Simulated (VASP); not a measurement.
Here is a VASP 6.6.1 calculation.

File POSCAR:

```
Sb
1.0
   -1.8659417348      1.8659417348      1.8659417348
    1.8659417348     -1.8659417348      1.8659417348
    1.8659417348      1.8659417348     -1.8659417348
Sb
1
Direct
    0.0000000000      0.0000000000      0.0000000000
```

The input INCAR.step1:

```
SYSTEM = Sb
  PREC = Accurate
  ENCUT = 400
  EDIFF = 1E-5
  ISMEAR = -1
  SIGMA = 0.05
  LREAL = .FALSE.
  LASPH = .TRUE.
  NELM = 120
  ALGO = Normal
  ISIF = 2
  LWAVE = .TRUE.
  LCHARG = .FALSE.
  NBANDS = 14
  GGA = PE
  GGA_COMPAT = .FALSE.
```

INCAR.step2

```
SYSTEM = Sb
  PREC = Accurate
  ENCUT = 400
  EDIFF = 1E-6
  ISMEAR = -1
  SIGMA = 0.05
  LREAL = .FALSE.
  LASPH = .TRUE.
  NELM = 120
  ALGO = Normal
  ISIF = 2
  LWAVE = .FALSE.
  LCHARG = .FALSE.
  GGA = PE
  LHFCALC = .TRUE.
  AEXX = 0.25
  HFSCREEN = 0.3
  PRECFOCK = Normal
  NBANDS = 14
  ISTART = 1
  GGA_COMPAT = .FALSE.
```

KPOINTS

```
regular mesh
0
G
  5 5 5
  0 0 0
```

Potentials or basis: VASP PAW PBE potentials, release 64 (Sb_d_GW).

Launch:

```sh
$ cat potpaw_PBE.64/Sb_d_GW/POTCAR > POTCAR
$ cp INCAR.step1 INCAR
$ mpirun -np 1 vasp_std > vasp.out
$ cp INCAR.step2 INCAR
$ mpirun -np 1 vasp_std > vasp.out
```

Task: Estimate the band gap on the k mesh.

Result: Zero (an odd number of electrons rules out a gap without spin polarisation).

Task: Estimate the pressure.

Result: -0.6 GPa.

Caveat: the k points lie up to 0.48 Å⁻¹ apart, too coarse for converged energies and pressures of a metal; the PAW data sets were made with another functional, which shifts forces and pressure a little; spin-orbit coupling is left out, which moves the levels of the heavy elements; an odd number of electrons without spin polarisation forces a metal; a magnetic or distorted state may lie lower.
